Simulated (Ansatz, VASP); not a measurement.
# C: VASP beside Ansatz

The input INCAR:

```
SYSTEM = C
PREC = Accurate
ENCUT = 520
EDIFF = 1E-7
ISMEAR = 0
SIGMA = 0.15
LREAL = .FALSE.
LASPH = .TRUE.
NELM = 100
ALGO = Normal
ISIF = 2
LWAVE = .FALSE.
LCHARG = .FALSE.
GGA = PE
NBANDS = 16
```

Contents of KPOINTS:

```
Automatic mesh
0
G
  18 18 6
  0 0 0
```

The input POSCAR:

```
C
1.0
    1.2332770792     -2.1360444277      0.0000000000
    1.2332770792      2.1360444277      0.0000000000
    0.0000000000      0.0000000000      8.7070252276
C
4
Direct
    0.1632937094      0.8367062906      0.7110726395
    0.5033719420      0.4966280580      0.2889269351
    0.8367062906      0.1632937094      0.2889273605
    0.4966280580      0.5033719420      0.7110730649
```

Input for Ansatz:

```yaml
crystal:
  lattice:
    - [1.2332770792, -2.1360444277, 0.0]
    - [1.2332770792, 2.1360444277, 0.0]
    - [0.0, 0.0, 8.7070252276]
  atoms:
    - { symbol: C, position: [0.1632937094, 0.8367062906, 0.7110726395] }
    - { symbol: C, position: [0.503371942, 0.496628058, 0.2889269351] }
    - { symbol: C, position: [0.8367062906, 0.1632937094, 0.2889273605] }
    - { symbol: C, position: [0.496628058, 0.503371942, 0.7110730649] }
basis:
  ecutwfc: 520.0
kpoints:
  mp_grid: { grid: [18, 18, 6] }
hamiltonian:
  xc: pbe
  pseudopotentials: { kind: paw, azcp: { folder: soft_1 } }
scf:
  occupations: { method: gaussian, width: 0.15 }
output:
  forces: true
  stress: true
  eigenvalues: true
```

Change from the starting cell: mode 1 frozen in at -0.342 Å and mode 6 at -0.342 Å (largest displacements).

Alike in both runs: task single point; functional PBE; k mesh 18 × 18 × 6; occupations gaussian, width 0.15 eV; no spin polarisation.

```csv
,VASP,Ansatz
version,VASP 6.6.1,Ansatz 0.2.0
potentials or method,"VASP PAW PBE potentials, release 64 (C), cutoff 520 eV","scalar-relativistic, plane waves, PAW"
valence electrons in the cell,16,16
```

```csv
,VASP,Ansatz,Ansatz less VASP
gap on the k mesh at the Fermi level (eV),0.01,0.01,0.000
least direct gap on the mesh (eV),0.01,0.01,0.000
pressure (GPa),0.4,0.1,-0.34
"traceless stress, the component that is largest in VASP (GPa)",-0.10,0.31,+0.411
rms of the force components (eV/Å),0.011,0.011,-0.0001
```

Atom by atom the forces differ by 0.000 eV/Å (rms over components).
